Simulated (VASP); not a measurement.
Set up this calculation in VASP 6.6.1, as the native input.

```
Task                   : single point
Functional             : LDA
Potentials or basis    : VASP PAW LDA potentials, release 64 (B, As)
Cutoff                 : 520 eV
k mesh                 : 15 × 15 × 15
Occupations            : fermi-dirac, width 0.03 eV
Spin                   : no spin polarisation
Dipole correction      : no
Further INCAR settings : ALGO = Normal; EDIFF = 1e-06; NBANDS = 11
```

The structure of BAs lies in POSCAR:

```
BAs
1.0
    0.0000000000      2.3885000000      2.3885000000
    2.3885000000      0.0000000000      2.3885000000
    2.3885000000      2.3885000000      0.0000000000
B As
1 1
Direct
    0.0000000000      0.0000000000      0.0000000000
    0.7500000000      0.7500000000      0.7500000000
```

These files were run (other wordings do the same):

INCAR

```
PREC = Accurate
ENCUT = 520
EDIFF = 1E-6
ISMEAR = -1
SIGMA = 0.03
LREAL = F
LASPH = T
NELM = 100
ALGO = Normal
ISIF = 2
LWAVE = F
LCHARG = F
GGA = CA
NBANDS = 11
```

KPOINTS

```
regular mesh
0
Gamma
  15 15 15
```

Potentials or basis: VASP PAW LDA potentials, release 64 (B, As).

Run with:

```sh
$ cat potpaw_LDA.64/B/POTCAR potpaw_LDA.64/As/POTCAR > POTCAR
$ mpirun -np 1 vasp_std > vasp.out
```

Results of the run:

```json
{"Pressure": "-3.1 GPa", "Band gap on the k mesh": "1.12 eV, indirect (least direct gap 3.25 eV)"}
```

Run time: 22 s on 1 thread of Intel(R) Xeon(R) Platinum 8488C (Sapphire Rapids) (shared host), peak memory 0.16 GiB.
